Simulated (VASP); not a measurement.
## InAs: single point with r2SCAN

The system is InAs.

```
CELL_PARAMETERS angstrom
0.00000 3.05459 3.05459
3.02404 0.00000 3.05459
3.02404 3.05459 0.00000
ATOMIC_POSITIONS crystal
In 0.00000 0.00000 0.00000
As 0.25000 0.25000 0.25000
```

This cell differs from its parent crystal: uniaxial x strain -1.0%.

```
Program             : VASP 6.6.1
Task                : single point
Functional          : r2SCAN
Potentials or basis : VASP PAW PBE potentials, release 64 (In_d, As)
Cutoff              : 520 eV
k mesh              : 8 × 8 × 8
Occupations         : fermi-dirac, width 0.02 eV
Spin                : no spin polarisation
```

The pressure is 0.6 GPa. The band gap on the k mesh is 0.10 eV, direct.

Stress tensor (GPa, compression positive):
```
0.81 0.00 0.00
0.00 0.45 0.00
0.00 0.00 0.45
```

Levels at points of the mesh, in eV from the valence-band top:
```csv
k point,band 5,band 6,band 7,band 8,band 9,band 10,band 11,band 12,band 13,band 14
"(0.00, 0.00, 0.00)",-14.71,-12.20,-0.05,-0.05,0.00,0.10,4.21,4.24,4.24,7.96
"(0.50, 0.00, 0.00)",-14.70,-10.72,-5.80,-1.05,-0.98,1.24,4.97,5.03,7.23,9.52
"(0.50, 0.50, 0.00)",-14.68,-10.18,-5.90,-2.34,-2.33,1.84,2.35,9.63,9.72,9.81
"(0.00, 0.50, 0.50)",-14.68,-10.15,-5.84,-2.39,-2.39,1.79,2.25,9.72,9.76,9.76
```

It took 3.3 min on 1 thread of AMD EPYC 7R43 64-Core Processor (Zen 3), on a shared host, peak memory 0.18 GiB.

Caveat: the cell differs from its parent crystal (uniaxial x strain -1.0%); the PAW data sets were made with another functional, which shifts forces and pressure a little; spin-orbit coupling is left out, which moves the levels of the heavy elements.
